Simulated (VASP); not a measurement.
# In3As (P6_3/mmc) in VASP: a series of runs

The runs below take In3As through single point, with PBE.

Program: VASP 6.6.1. These are calculated values, not measurements. Logs are shortened: lines on timing, memory, paths and dates and some standing lists are left out, and cuts for length are marked.

### Step 1. The cell of the first run

It takes space group P6_3/mmc (No. 194, hexagonal). The conventional cell has a = 6.663 Å, b = 6.663 Å, c = 5.348 Å, α = 90.00°, β = 90.00°, γ = 120.00°. In (site symmetry mm2) has 4 As at 3.29 to 3.33 Å and 8 In at 3.30 to 3.34 Å within 4.3 Å. As (site symmetry -6m2) has 12 In at 3.29 to 3.33 Å within 4.3 Å.

### Step 2. Single point, PBE

INCAR

```
SYSTEM = In3As
PREC = Accurate
ENCUT = 520
EDIFF = 1E-6
ISMEAR = 0
SIGMA = 0.1
LREAL = .False.
LASPH = .True.
NELM = 60
ALGO = Fast
ISIF = 2
LWAVE = .False.
LCHARG = .False.
GGA = PE
NBANDS = 54
```

KPOINTS

```
regular mesh
0
Gamma
  3 3 4
  0 0 0
```

POSCAR

```
In3As
1.0
    6.6625557636      0.0000000000      0.0000000000
   -3.3312778818      5.7699425454      0.0000000000
    0.0000000000      0.0000000000      5.3477289815
In As
6 2
Direct
    0.8330000000      0.6660000000      0.2500000000
    0.1670000000      0.8330000000      0.7500000000
    0.3340000000      0.1670000000      0.2500000000
    0.1670000000      0.3340000000      0.7500000000
    0.8330000000      0.1670000000      0.2500000000
    0.6660000000      0.8330000000      0.7500000000
    0.3333333333      0.6666666667      0.2500000000
    0.6666666667      0.3333333333      0.7500000000
```

Potentials or basis: VASP PAW PBE potentials, release 64 (In_d, As).

Run with:

```console
cat potpaw_PBE.64/In_d/POTCAR potpaw_PBE.64/As/POTCAR > POTCAR
mpirun -np 1 vasp_std > vasp.out
```

OUTCAR:

```text
SYSTEM = In3As
   PREC = Accurate
   ENCUT = 520
   EDIFF = 1E-6
   ISMEAR = 0
   LREAL = .False.
   LASPH = .True.
   NELM = 60
   ISIF = 2
   GGA = PE

 ion  position               nearest neighbor table
   1  0.833  0.666  0.250-   8 3.29   8 3.29   2 3.30   2 3.30   6 3.30   6 3.30   5 3.32   3 3.32
                             7 3.33   7 3.33   5 3.34   3 3.34
   2  0.167  0.833  0.750-   7 3.29   7 3.29   3 3.30   3 3.30   1 3.30   1 3.30   4 3.32   6 3.32
                             8 3.33   8 3.33   4 3.34   6 3.34
   3  0.334  0.167  0.250-   8 3.29   8 3.29   2 3.30   2 3.30   4 3.30   4 3.30   1 3.32   5 3.32
                             7 3.33   7 3.33   1 3.34   5 3.34
   4  0.167  0.334  0.750-   7 3.29   7 3.29   3 3.30   3 3.30   5 3.30   5 3.30   2 3.32   6 3.32
                             8 3.33   8 3.33   2 3.34   6 3.34
   5  0.833  0.167  0.250-   8 3.29   8 3.29   6 3.30   6 3.30   4 3.30   4 3.30   1 3.32   3 3.32
                             7 3.33   7 3.33   1 3.34   3 3.34
   6  0.666  0.833  0.750-   7 3.29   7 3.29   5 3.30   5 3.30   1 3.30   1 3.30   4 3.32   2 3.32
                             8 3.33   8 3.33   4 3.34   2 3.34
   7  0.333  0.667  0.250-   2 3.29   2 3.29   4 3.29   4 3.29   6 3.29   6 3.29   3 3.33   1 3.33
                             5 3.33   5 3.33   3 3.33   1 3.33
   8  0.667  0.333  0.750-   5 3.29   5 3.29   1 3.29   1 3.29   3 3.29   3 3.29   6 3.33   4 3.33
                             2 3.33   2 3.33   6 3.33   4 3.33

  LATTYP: Found a hexagonal cell.
 ALAT       =     6.6625557636
 C/A-ratio  =     0.8026542923

  Lattice vectors:

 A1 = (   6.6625557636,   0.0000000000,   0.0000000000)
 A2 = (  -3.3312778818,   5.7699425454,   0.0000000000)
 A3 = (   0.0000000000,   0.0000000000,   5.3477289815)

Analysis of symmetry for initial positions (statically):
=====================================================================
 Subroutine PRICEL returns:
 Original cell was already a primitive cell.

 Routine SETGRP: Setting up the symmetry group for a
 hexagonal supercell.

 Subroutine GETGRP returns: Found 24 space group operations
 (whereof 12 operations were pure point group operations)
 out of a pool of 24 trial point group operations.

The static configuration has the point symmetry D_3d.
 The point group associated with its full space group is D_6h.

Analysis of symmetry for dynamics (positions and initial velocities):
=====================================================================
 Subroutine PRICEL returns:
 Original cell was already a primitive cell.

 Routine SETGRP: Setting up the symmetry group for a
 hexagonal supercell.

 Subroutine GETGRP returns: Found 24 space group operations
[... 111 lines left out ...]
   NELECT =      88.0000    total number of electrons
   NUPDOWN=      -1.0000    fix difference up-down
   EMIN   =  10.00;   EMAX   =-10.00  energy-range for DOS
   EFERMI =   0.00;   METHOD = LEGACY
   ISMEAR =     0;   SIGMA  =   0.10  broadening in eV -4-tet -1-fermi 0-gaus
   EFERMI_NEDOS =   21; number of points for ismear=-14 and -15
   IALGO  =     68    algorithm
   IMIX   =      4    mixing-type and parameters
     AMIX     =   0.40;   BMIX     =  1.00
     AMIX_MAG =   1.60;   BMIX_MAG =  1.00
  volume/ion in A,a.u.               =      25.70       173.42
  Fermi-wavevector in a.u.,A,eV,Ry     =   1.233792  2.331528 20.711356  1.522242
  Thomas-Fermi vector in A             =   2.368508
   LORBIT       =      0    0 simple, 1 ext, 2 COOP (PROOUT), +10 PAW based schemes
   GGA     = PE    functional components
   LHFCALC =     F    Hartree Fock is set to
   AEXX    =    0.0000 exact exchange contribution
   IVDW    =     0    specifies the selected vdW correction
   LEPSILON=     F    determine dielectric tensor
   LRPA    =     F    only Hartree local field effects (RPA)
 non-spin polarized calculation
 RMM-DIIS sequential band-by-band and
 Gauss-broadening in eV      SIGMA  =   0.10
  energy-cutoff  :      520.00
  volume of cell :      205.58
 maximum number of plane-waves:      5588
 NGX is ok and might be reduce to    50
   NGX = 25   NGY = 25   NGZ = 19

 number of electron      88.0000055 magnetization

 Free energy of the ion-electron system (eV)
  ---------------------------------------------------
  ext. energy  EPLUGINS =         0.00000000
  ---------------------------------------------------
  free energy    TOTEN  =       -24.23138537 eV

  energy without entropy =      -24.21002694  energy(sigma->0) =      -24.22070615

 E-fermi :   6.5136     XC(G=0): -10.1039

 val. band max:        6.4769789049   @ k =   0.3333   0.3333   0.0000
 cond. band min:       6.5724737011   @ k =   0.0000   0.0000   0.0000
 fundamental gap:      0.0954947962
 Fermi energy:         6.5136028821

 k-point     1 :       0.0000    0.0000    0.0000
  band No.  band energies     occupation
      1      -8.1601      2.00000
      2      -8.1173      2.00000
      3      -8.1173      2.00000
      4      -8.1109      2.00000
      5      -8.0567      2.00000
      6      -8.0288      2.00000
[... 502 lines left out ...]
     53      10.5606      0.00000
     54      10.8732      0.00000

------------------------ aborting loop because EDIFF is reached ----------------------------------------

  FORCE on cell =-STRESS in cart. coord.  units (eV):
  Direction    XX          YY          ZZ          XY          YZ          ZX
  --------------------------------------------------------------------------------------
  -------------------------------------------------------------------------------------
  Total       -1.5210827     -1.5210827      2.1953279      0.0000000      0.0000000      0.0000000
  in kB      -11.8544575    -11.8544575     17.1091428      0.0000000      0.0000000      0.0000000
  external PRESSURE =      -2.1999241 kB  Pullay stress =       0.0000000 kB

 VOLUME and BASIS-vectors are now :
 -----------------------------------------------------------------------------
  energy-cutoff  :      520.00
  volume of cell :      205.58
      direct lattice vectors                 reciprocal lattice vectors
     6.662555764  0.000000000  0.000000000     0.150092552  0.086655976  0.000000000
    -3.331277882  5.769942545  0.000000000     0.000000000  0.173311951  0.000000000
     0.000000000  0.000000000  5.347728982     0.000000000  0.000000000  0.186995265

 POSITION                                       TOTAL-FORCE (eV/Angst)
 -----------------------------------------------------------------------------------
      3.33128      3.84278      1.33693        -0.000000     -0.275900     -0.000000
     -1.66231      4.80636      4.01080         0.238936     -0.137950      0.000000
      1.66897      0.96358      1.33693         0.238936      0.137950     -0.000000
      0.00000      1.92716      4.01080        -0.000000      0.275900      0.000000
      4.99359      0.96358      1.33693        -0.238936      0.137950      0.000000
      1.66231      4.80636      4.01080        -0.238936     -0.137950      0.000000
     -0.00000      3.84663      1.33693         0.000000     -0.000000      0.000000
      3.33128      1.92331      4.01080         0.000000     -0.000000      0.000000
 -----------------------------------------------------------------------------------
    total drift:                               -0.000000      0.000000     -0.000000

  FREE ENERGIE OF THE ION-ELECTRON SYSTEM (eV)
  ---------------------------------------------------
  free  energy   TOTEN  =       -24.2313853661 eV

  energy  without entropy=      -24.2100269368  energy(sigma->0) =      -24.22070615
```

Wall time 3.4 min (1 thread of AMD EPYC 7R13, shared host); peak memory 0.31 GiB.

What came out:

```yaml
Free_energy: -24.2314 eV
Pressure: -0.2 GPa
Largest_force: 0.276 eV/Å
Band_gap_on_the_k_mesh: zero (band 44 reaches 7.81 eV, above the bottom of band 45 at 5.41 eV)
```

Forces on the atoms (eV/Å):
```
In   0.000 -0.276  0.000
In   0.239 -0.138  0.000
In   0.239  0.138  0.000
In   0.000  0.276  0.000
In  -0.239  0.138  0.000
In  -0.239 -0.138  0.000
As   0.000  0.000  0.000
As   0.000  0.000  0.000
```

Levels at points of the mesh, in eV from the Fermi level:
```
           k point  band 40  band 41  band 42  band 43  band 44  band 45  band 46  band 47  band 48  band 49
(0.00, 0.00, 0.00)    -1.97    -1.17    -0.62    -0.62     0.06     0.06     0.06     1.13     1.13     1.54
(0.00, 0.00, 0.50)    -3.06    -3.06    -3.06    -2.99    -2.99     2.05     2.05     3.37     3.37     3.37
```

Caveat: the k points lie up to 0.36 Å⁻¹ apart; spin-orbit coupling is left out, which moves the levels of the heavy elements.

### Step 3. Single point, PBE

This run uses another cell than the first one, of 25.90 Å³/atom, 1.008 times its volume.

INCAR

```
SYSTEM = In3As
ALGO     = Fast           ! electronic algorithm
EDIFF    = 1E-6           ! SCF threshold, eV
ENCUT    = 520            ! plane-wave cutoff, eV
GGA      = PE             ! functional
ISIF     = 2              ! what is computed and relaxed
ISMEAR   = 0              ! smearing method
LASPH    = .True.         ! aspherical terms in the spheres
LCHARG   = .True.         ! write CHGCAR
LELF     = .True.         ! ELF
LREAL    = .False.        ! projectors in reciprocal space
LVHAR    = .True.       
LWAVE    = .False.        ! write WAVECAR
NBANDS   = 54             ! bands
NELM     = 60             ! most SCF steps
PREC     = Accurate       ! precision mode
SIGMA    = 0.1            ! smearing width, eV
```

KPOINTS

```
k-points
0
Gamma
  6 6 8
  0 0 0
```

POSCAR

```
In3As
1.0
    6.8121055577      0.0000000000      0.0000000000
   -3.4060527789      5.8994564663      0.0000000000
    0.0000000000      0.0000000000      5.1565992847
In As
6 2
Direct
    0.8280914649      0.6561829298      0.2500000000
    0.1719085351      0.8280914649      0.7500000000
    0.3438170702      0.1719085351      0.2500000000
    0.1719085351      0.3438170702      0.7500000000
    0.8280914649      0.1719085351      0.2500000000
    0.6561829298      0.8280914649      0.7500000000
    0.3333333333      0.6666666667      0.2500000000
    0.6666666667      0.3333333333      0.7500000000
```

Potentials or basis: VASP PAW PBE potentials, release 64 (In_d, As).

Run with:

```console
cat potpaw_PBE.64/In_d/POTCAR potpaw_PBE.64/As/POTCAR > POTCAR
mpirun -np 1 vasp_std > vasp.out
```

Run time: 14 min. Hardware: 1 thread of AMD EPYC 7R13, shared host; peak memory 0.48 GiB.

The run converged. Its results:

- Free energy: -24.2593 eV
- Pressure: 0.0 GPa
- Largest force: 0.004 eV/Å
- Band gap on the k mesh: zero (band 44 reaches 7.55 eV, above the bottom of band 45 at 5.73 eV)

Forces in eV/Å, atoms in the order of the input:
```
In   0.000  0.004  0.000
In  -0.004  0.002  0.000
In  -0.004 -0.002  0.000
In   0.000 -0.004  0.000
In   0.004 -0.002  0.000
In   0.004  0.002  0.000
As   0.000  0.000  0.000
As   0.000  0.000  0.000
```

Levels at points of the mesh, in eV from the Fermi level:
```
           k point  band 41  band 42  band 43  band 44  band 45  band 46  band 47  band 48
(0.00, 0.00, 0.00)    -1.38    -0.39    -0.39     0.44     0.44     0.73     1.28     1.28
(0.50, 0.00, 0.00)    -1.24    -0.89    -0.82    -0.79    -0.35     0.30     0.77     0.86
(0.00, 0.00, 0.50)    -3.15    -3.15    -2.91    -2.91     2.54     2.54     3.11     3.11
(0.50, 0.00, 0.50)    -0.92    -0.92    -0.34    -0.34     1.18     1.18     1.38     1.38
```

Caveat: spin-orbit coupling is left out, which moves the levels of the heavy elements.
